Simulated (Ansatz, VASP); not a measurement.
# MgSn4N: VASP beside Ansatz

Contents of INCAR:

```
SYSTEM = MgSn4N
PREC = Accurate
ENCUT = 600
EDIFF = 1E-6
ISMEAR = 0
SIGMA = 0.1
LREAL = .FALSE.
LASPH = .TRUE.
NELM = 80
ALGO = Normal
ISIF = 3
LWAVE = .FALSE.
LCHARG = .FALSE.
GGA = PE
IBRION = 2
NSW = 100
EDIFFG = -0.01
```

File KPOINTS:

```
regular mesh
0
G
  8 8 8
  0 0 0
```

POSCAR

```
MgSn4N
1.0
    5.5752315293      0.0000000000      0.0000000000
    0.0000000000      5.5752315293      0.0000000000
    0.0000000000      0.0000000000      5.5752315293
Mg Sn N
1 4 1
Direct
    0.5000000000      0.5000000000      0.5000000000
    0.2215661653      0.2215661653      0.2215661653
    0.2215661653      0.7784338347      0.7784338347
    0.7784338347      0.7784338347      0.2215661653
    0.7784338347      0.2215661653      0.7784338347
    0.0000000000      0.0000000000      0.0000000000
```

Input for Ansatz:

```yaml
crystal:
  lattice:
    - [5.5752315293, 0.0, 0.0]
    - [0.0, 5.5752315293, 0.0]
    - [0.0, 0.0, 5.5752315293]
  atoms:
    - { symbol: Mg, position: [0.5, 0.5, 0.5] }
    - { symbol: Sn, position: [0.2215661653, 0.2215661653, 0.2215661653] }
    - { symbol: Sn, position: [0.2215661653, 0.7784338347, 0.7784338347] }
    - { symbol: Sn, position: [0.7784338347, 0.7784338347, 0.2215661653] }
    - { symbol: Sn, position: [0.7784338347, 0.2215661653, 0.7784338347] }
    - { symbol: "N", position: [0.0, 0.0, 0.0] }
basis:
  ecutwfc: 420
kpoints:
  mp_grid: { grid: [8, 8, 8] }
hamiltonian:
  xc: pbe
scf:
  occupations: { method: gaussian, width: 0.1 }
output:
  forces: true
  stress: true
  eigenvalues: true
relax:
  adjacent_minimum: "off"
  f_tol: 0.01
  max_steps: 80
  cell: { stress_tol: 0.05 }
```

Change from the starting cell: species swapped into the H4BrN type (P-43m, No. 215).

Alike in both runs: task relaxation of cell and atoms; functional PBE; k mesh 8 × 8 × 8; occupations gaussian, width 0.1 eV; no spin polarisation.

```csv
,VASP,Ansatz
version,VASP 6.6.1,Ansatz 0.2.0
potentials or method,"VASP PAW PBE potentials, release 64 (Mg, Sn_d, N), cutoff 600 eV","scalar-relativistic, plane waves, PAW"
valence electrons in the cell,63,71
```

```tsv
	VASP	Ansatz	Ansatz less VASP
gap on the k mesh at the Fermi level, each at its own relaxed structure (eV)	none	none	-
relaxed volume (Å³/atom)	28.66	28.74	+0.083
relaxed cell length with the largest relative difference (Å)	5.561	5.566	+0.0054
```

A gap of «none» marks a metal or a gap that the smearing closes. VASP's potentials hold 63 valence electrons a cell and Ansatz's 71, so a difference there can come from the potentials and not from the codes.
